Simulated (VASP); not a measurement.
# SrCa (P-6m2) in VASP: electric field gradients with LDA

Aim: the electric field gradients of SrCa with LDA.

All numbers are computed with VASP 6.6.1; they aren't measurements. Logs are shortened: lines on timing, memory, paths and dates and some standing lists are left out, and cuts for length are marked.

**1. The cell of the first run**

It takes space group P-6m2 (No. 187, hexagonal). Conventional cell: a = 4.128 Å, b = 4.128 Å, c = 6.789 Å, α = 90.00°, β = 90.00°, γ = 120.00°. Sr (site symmetry -6m2) has 6 Sr at 4.13 Å and 6 Ca at 4.15 Å within 5.4 Å. Ca (site symmetry -6m2) has 6 Ca at 4.13 Å and 6 Sr at 4.15 Å within 5.4 Å.

**2. Electric field gradients, LDA**

File INCAR:

```
ALGO = Normal
EDIFF = 1E-8
ENCUT = 520
ISIF = 2
ISMEAR = -1
LASPH = T
LCHARG = F
LEFG = T
LREAL = F
LWAVE = F
NBANDS = 17
NELM = 60
PREC = Accurate
SIGMA = 0.1
```

File KPOINTS:

```
k-points
0
Gamma
  7 7 4
```

File POSCAR:

```
SrCa
1.0
    4.1283377400      0.0000000000      0.0000000000
   -2.0641688700      3.5752453600      0.0000000000
    0.0000000000      0.0000000000      6.7887450800
Sr Ca
1 1
Direct
    0.6666666700      0.3333333300      0.5000000000
    0.0000000000      0.0000000000      0.0000000000
```

Potentials or basis: VASP PAW LDA potentials, release 64 (Sr_sv, Ca_sv).

Launch:

```
$ cat potpaw_LDA.64/Sr_sv/POTCAR potpaw_LDA.64/Ca_sv/POTCAR > POTCAR
$ mpirun -np 1 vasp_std > vasp.out
```

OUTCAR:

```text
EDIFF = 1E-8
   ENCUT = 520
   ISIF = 2
   ISMEAR = -1
   LASPH = T
   LREAL = F
   NELM = 60
   PREC = Accurate

 ion  position               nearest neighbor table
   1  0.667  0.333  0.500-   2 4.15   2 4.15   2 4.15   2 4.15   2 4.15   2 4.15
   2  0.000  0.000  0.000-   1 4.15   1 4.15   1 4.15   1 4.15   1 4.15   1 4.15

  LATTYP: Found a hexagonal cell.
 ALAT       =     4.1283377400
 C/A-ratio  =     1.6444257974

  Lattice vectors:

 A1 = (   4.1283377400,   0.0000000000,   0.0000000000)
 A2 = (  -2.0641688700,   3.5752453600,   0.0000000000)
 A3 = (   0.0000000000,   0.0000000000,   6.7887450800)

Analysis of symmetry for initial positions (statically):
=====================================================================
 Subroutine PRICEL returns:
 Original cell was already a primitive cell.

 Routine SETGRP: Setting up the symmetry group for a
 hexagonal supercell.

 Subroutine GETGRP returns: Found 12 space group operations
 (whereof 12 operations were pure point group operations)
 out of a pool of 24 trial point group operations.

The static configuration has the point symmetry D_3h.

Analysis of symmetry for dynamics (positions and initial velocities):
=====================================================================
 Subroutine PRICEL returns:
 Original cell was already a primitive cell.

 Routine SETGRP: Setting up the symmetry group for a
 hexagonal supercell.

 Subroutine GETGRP returns: Found 12 space group operations
 (whereof 12 operations were pure point group operations)
 out of a pool of 24 trial point group operations.

The dynamic configuration has the point symmetry D_3h.

 Subroutine INISYM returns: Found 12 space group operations
 (whereof 12 operations are pure point group operations),
 and found     1 'primitive' translations

----------------------------------------------------------------------------------------

                                     Primitive cell

  volume of cell :     100.2007

  direct lattice vectors                    reciprocal lattice vectors
     4.128337740  0.000000000  0.000000000     0.242228244  0.139850542  0.000000000
    -2.064168870  3.575245360  0.000000000     0.000000000  0.279701083  0.000000000
     0.000000000  0.000000000  6.788745080     0.000000000  0.000000000  0.147302629

  length of vectors
     4.128337740  4.128337742  6.788745080     0.279701083  0.279701083  0.147302629

  position of ions in fractional coordinates (direct lattice)
     0.666666670  0.333333330  0.500000000
     0.000000000  0.000000000  0.000000000

  ion indices of the primitive-cell ions
   primitive index   ion index
                 1           1
                 2           2

----------------------------------------------------------------------------------------

 KPOINTS: k-points

Automatic generation of k-mesh.
 Grid dimensions read from file:
 generate k-points for:    7    7    4

 Generating k-lattice:

  Cartesian coordinates                     Fractional coordinates (reciprocal lattice)
     0.034604035  0.019978649  0.000000000     0.142857143  0.000000000  0.000000000
     0.000000000  0.039957298  0.000000000     0.000000000  0.142857143  0.000000000
     0.000000000  0.000000000  0.036825657     0.000000000  0.000000000  0.250000000

  Length of vectors
     0.039957298  0.039957298  0.036825657

  Shift w.r.t. Gamma in fractional coordinates (k-lattice)
     0.000000000  0.000000000  0.000000000

 Subroutine IBZKPT returns following result:
 ===========================================

 Found     24 irreducible k-points:

 Following reciprocal coordinates:
            Coordinates               Weight
  0.000000  0.000000  0.000000      1.000000
  0.142857  0.000000  0.000000      6.000000
  0.285714  0.000000  0.000000      6.000000
  0.428571  0.000000  0.000000      6.000000
  0.142857  0.142857  0.000000      6.000000
  0.285714  0.142857  0.000000     12.000000
[... 16 lines left out ...]
  0.428571  0.142857  0.500000      6.000000
  0.285714  0.285714  0.500000      6.000000
   k-points           NKPTS =     24   k-points in BZ     NKDIM =     24   number of bands    NBANDS=     17
   number of dos      NEDOS =    301   number of ions     NIONS =      2
   total plane-waves  NPLWV =  51200
   dimension x,y,z NGX =    32 NGY =   32 NGZ =   50
   dimension x,y,z NGXF=    64 NGYF=   64 NGZF=  100
   ions per type =               1   1
   NGX,Y,Z   is equivalent  to a cutoff of  12.89, 12.89, 12.24 a.u.
   NGXF,Y,Z  is equivalent  to a cutoff of  25.77, 25.77, 24.49 a.u.
 SYSTEM =  unknown system
   PREC   = accura    normal or accurate (medium, high low for compatibility)
   ISTART =      0    job   : 0-new  1-cont  2-samecut
   ICHARG =      2    charge: 1-file 2-atom 10-const
   ISPIN  =      1    spin polarized calculation?
   LNONCOLLINEAR =      F non collinear calculations
   LSORBIT =      F    spin-orbit coupling
   LASPH  =      T    aspherical Exc in radial PAW
   ENCUT  =  520.0 eV  38.22 Ry    6.18 a.u.   7.68  7.68 12.62*2*pi/ulx,y,z
   NELM   =     60;   NELMIN=  2; NELMDL= -5     # of ELM steps
   EDIFF  = 0.1E-07   stopping-criterion for ELM
   LREAL  =      F    real-space projection
   EDIFFG = 0.1E-06   stopping-criterion for IOM
   NSW    =      0    number of steps for IOM
   IBRION =     -1    ionic relax: 0-MD 1-quasi-New 2-CG
   NFREE  =      0    steps in history (QN), initial steepest desc. (CG)
   ISIF   =      2    stress and relaxation
   ISYM   =      2    0-nonsym 1-usesym 2-fastsym
   POTIM  = 0.5000    time-step for ionic-motion
   TEBEG  =    0.0;   TEEND  =   0.0 temperature during run
   PSTRESS=    0.0 pullay stress
   NELECT =      20.0000    total number of electrons
   NUPDOWN=      -1.0000    fix difference up-down
   EMIN   =  10.00;   EMAX   =-10.00  energy-range for DOS
   EFERMI =   0.00;   METHOD = LEGACY
   ISMEAR =    -1;   SIGMA  =   0.10  broadening in eV -4-tet -1-fermi 0-gaus
   EFERMI_NEDOS =   21; number of points for ismear=-14 and -15
   IALGO  =     38    algorithm
   IMIX   =      4    mixing-type and parameters
     AMIX     =   0.40;   BMIX     =  1.00
     AMIX_MAG =   1.60;   BMIX_MAG =  1.00
  volume/ion in A,a.u.               =      50.10       338.09
  Fermi-wavevector in a.u.,A,eV,Ry     =   0.956742  1.807979 12.454153  0.915354
  Thomas-Fermi vector in A             =   2.085697
   LORBIT       =      0    0 simple, 1 ext, 2 COOP (PROOUT), +10 PAW based schemes
   GGA     = CA    functional components
   LHFCALC =     F    Hartree Fock is set to
   AEXX    =    0.0000 exact exchange contribution
   IVDW    =     0    specifies the selected vdW correction
   LEPSILON=     F    determine dielectric tensor
   LRPA    =     F    only Hartree local field effects (RPA)
 non-spin polarized calculation
  energy-cutoff  :      520.00
  volume of cell :      100.20
 maximum number of plane-waves:      2743
 NGX is ok and might be reduce to    32
   NGX = 15   NGY = 15   NGZ = 25

 number of electron      19.9999999 magnetization

 Free energy of the ion-electron system (eV)
  ---------------------------------------------------
  ext. energy  EPLUGINS =         0.00000000
  ---------------------------------------------------
  free energy    TOTEN  =        -4.01171213 eV

  energy without entropy =       -3.91988751  energy(sigma->0) =       -3.96579982

 E-fermi :   1.4701     XC(G=0):  -7.6416

 val. band max:        1.4657212676   @ k =   0.2857   0.0000   0.0000
 cond. band min:       1.5334862933   @ k =   0.2857   0.2857   0.0000
 fundamental gap:      0.0677650257
 Fermi energy:         1.4701090048

 k-point     1 :       0.0000    0.0000    0.0000
  band No.  band energies     occupation
      1     -40.4467      2.00000
      2     -34.8278      2.00000
      3     -21.7200      2.00000
      4     -21.6829      2.00000
      5     -21.6829      2.00000
      6     -16.9135      2.00000
[... 9 lines left out ...]
     16       4.0628      0.00000
     17       4.1653      0.00000

 k-point     2 :       0.1429    0.0000    0.0000
  band No.  band energies     occupation
      1     -40.4458      2.00000
      2     -34.8250      2.00000
      3     -21.7184      2.00000
      4     -21.6940      2.00000
      5     -21.6856      2.00000
      6     -16.9079      2.00000
[... 9 lines left out ...]
     16       3.9257      0.00000
     17       4.0090      0.00000

 k-point     3 :       0.2857    0.0000    0.0000
  band No.  band energies     occupation
      1     -40.4440      2.00000
      2     -34.8185      2.00000
      3     -21.7191      2.00000
      4     -21.7149      2.00000
      5     -21.6918      2.00000
      6     -16.9517      2.00000
[... 9 lines left out ...]
     16       4.2191      0.00000
     17       4.3399      0.00000

 k-point     4 :       0.4286    0.0000    0.0000
  band No.  band energies     occupation
      1     -40.4425      2.00000
      2     -34.8133      2.00000
      3     -21.7391      2.00000
      4     -21.7121      2.00000
      5     -21.6968      2.00000
      6     -17.0236      2.00000
[... 9 lines left out ...]
     16       4.8078      0.00000
     17       4.9681      0.00000

 k-point     5 :       0.1429    0.1429    0.0000
  band No.  band energies     occupation
      1     -40.4445      2.00000
      2     -34.8203      2.00000
      3     -21.7159      2.00000
      4     -21.7106      2.00000
      5     -21.6917      2.00000
      6     -16.9206      2.00000
[... 9 lines left out ...]
     16       4.0246      0.00000
     17       4.1648      0.00000

 k-point     6 :       0.2857    0.1429    0.0000
  band No.  band energies     occupation
      1     -40.4428      2.00000
      2     -34.8145      2.00000
      3     -21.7299      2.00000
      4     -21.7127      2.00000
      5     -21.7004      2.00000
      6     -16.9904      2.00000
[... 9 lines left out ...]
     16       4.4929      0.00000
     17       4.6996      0.00000
[... 281 lines left out ...]
 k-point    21 :       0.1429    0.1429    0.5000
  band No.  band energies     occupation
      1     -40.4445      2.00000
      2     -34.8203      2.00000
      3     -21.7156      2.00000
      4     -21.7107      2.00000
      5     -21.6917      2.00000
      6     -16.9203      2.00000
[... 9 lines left out ...]
     16       3.8939      0.00000
     17       4.7950      0.00000

 k-point    22 :       0.2857    0.1429    0.5000
  band No.  band energies     occupation
      1     -40.4428      2.00000
      2     -34.8145      2.00000
      3     -21.7301      2.00000
      4     -21.7127      2.00000
      5     -21.7004      2.00000
      6     -16.9899      2.00000
[... 9 lines left out ...]
     16       4.1265      0.00000
     17       4.9489      0.00000

 k-point    23 :       0.4286    0.1429    0.5000
  band No.  band energies     occupation
      1     -40.4421      2.00000
      2     -34.8119      2.00000
      3     -21.7385      2.00000
      4     -21.7114      2.00000
      5     -21.7044      2.00000
      6     -17.0200      2.00000
[... 9 lines left out ...]
     16       4.2470      0.00000
     17       4.9523      0.00000

 k-point    24 :       0.2857    0.2857    0.5000
  band No.  band energies     occupation
      1     -40.4419      2.00000
      2     -34.8113      2.00000
      3     -21.7306      2.00000
      4     -21.7155      2.00000
      5     -21.7111      2.00000
      6     -16.9914      2.00000
[... 9 lines left out ...]
     16       4.0664      0.00000
     17       4.8546      0.00000

------------------------ aborting loop because EDIFF is reached ----------------------------------------

  FORCE on cell =-STRESS in cart. coord.  units (eV):
  Direction    XX          YY          ZZ          XY          YZ          ZX
  --------------------------------------------------------------------------------------
  -------------------------------------------------------------------------------------
  Total       -1.1205066     -1.1205066     -1.1103775     -0.0000000      0.0000000      0.0000000
  in kB      -17.9165519    -17.9165519    -17.7545903     -0.0000000      0.0000000      0.0000000
  external PRESSURE =     -17.8625647 kB  Pullay stress =       0.0000000 kB

 VOLUME and BASIS-vectors are now :
 -----------------------------------------------------------------------------
  energy-cutoff  :      520.00
  volume of cell :      100.20
      direct lattice vectors                 reciprocal lattice vectors
     4.128337740  0.000000000  0.000000000     0.242228244  0.139850542  0.000000000
    -2.064168870  3.575245360  0.000000000     0.000000000  0.279701083  0.000000000
     0.000000000  0.000000000  6.788745080     0.000000000  0.000000000  0.147302629

 POSITION                                       TOTAL-FORCE (eV/Angst)
 -----------------------------------------------------------------------------------
      2.06417      1.19175      3.39437        -0.000000      0.000000      0.000000
      0.00000      0.00000      0.00000         0.000000      0.000000      0.000000
 -----------------------------------------------------------------------------------
    total drift:                               -0.000016      0.000009      0.000000

  FREE ENERGIE OF THE ION-ELECTRON SYSTEM (eV)
  ---------------------------------------------------
  free  energy   TOTEN  =        -4.0117121259 eV

  energy  without entropy=       -3.9198875132  energy(sigma->0) =       -3.96579982

 Electric field gradients (V/A^2)
---------------------------------------------------------------------
 ion       V_xx      V_yy      V_zz      V_xy      V_xz      V_yz
---------------------------------------------------------------------
   1       7.660     7.660   -15.319     0.000    -0.000    -0.000
   2       0.670     0.671    -1.341     0.001    -0.000     0.000
---------------------------------------------------------------------

 Electric field gradients after diagonalization (V/A^2)
 (convention: |V_zz| > |V_xx| > |V_yy|)
----------------------------------------------------------------------
 ion       V_xx      V_yy      V_zz     asymmetry (V_yy - V_xx)/ V_zz
----------------------------------------------------------------------
   1       7.660     7.660   -15.319       0.000
   2       0.671     0.670    -1.341       0.001
----------------------------------------------------------------------

           NMR quadrupolar parameters

 Cq : quadrupolar parameter    Cq=e*Q*V_zz/h
 eta: asymmetry parameters     (V_yy - V_xx)/ V_zz
 Q  : nuclear electric quadrupole moment in mb (millibarn)
----------------------------------------------------------------------
 ion       Cq(MHz)       eta       Q (mb)
----------------------------------------------------------------------
   1      -0.037       0.000       1.000
   2      -0.003       0.001       1.000
----------------------------------------------------------------------
```

It took 46 s on 1 thread of AMD EPYC 7R13 (Zen 3), shared host; peak memory 0.18 GiB.

What came out:

| Item | Value |
| --- | --- |
| Free energy | -4.0117 eV |
| Pressure | -1.8 GPa |
| Band gap on the k mesh | zero (band 10 reaches 1.57 eV, above the bottom of band 11 at 1.44 eV) |

Levels at points of the mesh, in eV from the Fermi level:
| k point | band 8 | band 9 | band 10 | band 11 | band 12 | band 13 |
| --- | --- | --- | --- | --- | --- | --- |
| (0.00, 0.00, 0.00) | -18.29 | -3.78 | -1.14 | -0.03 | 2.04 | 2.04 |
| (0.00, 0.00, 0.50) | -18.29 | -2.84 | -2.82 | 1.20 | 1.25 | 1.99 |

Electric field gradients, principal values (V/Å²):
```tsv
atom	least	middle	greatest (by size)
1 Sr	7.660	7.660	-15.319
2 Ca	0.670	0.671	-1.341
```

Caveat: without QUAD_EFG the Cq values of the log hold for a quadrupole moment of 1 mb, not for the nuclei.
